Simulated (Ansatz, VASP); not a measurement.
## Two plane-wave programs on Co

```
Co
1.0
     2.28685    0.00000    0.00000
     0.00000    2.28685    0.00000
     0.00000    0.00000    2.28685
Co
1
Direct
  0.00000 0.00000 0.00000
```

Alike in both runs: task relaxation of cell and atoms; functional PBEsol; k mesh 14 × 14 × 14; occupations fermi-dirac, width 0.1 eV; no spin polarisation.

|  | VASP | Ansatz |
| --- | --- | --- |
| version | VASP 6.6.1 | Ansatz 0.2.0 |
| potentials or method | VASP PAW PBE potentials, release 64 (Co), cutoff 600 eV | plane waves (420 eV) with PAW, scalar-relativistic |
| valence electrons in the cell | 9 | 17 |

Ansatz gave:

```
relaxed volume (Å³/atom)                                     : 11.39
relaxed cell length with the largest relative difference (Å) : 2.250
```

Problem. Which values does VASP return?

Solution. Relaxed volume (Å³/atom): 11.33; relaxed cell length with the largest relative difference (Å): 2.246.

VASP's potentials were made for PBE, not for PBEsol, and Ansatz warns of the same on its side. VASP's potentials hold 9 valence electrons a cell and Ansatz's 17, so a difference there can come from the potentials and not from the codes.
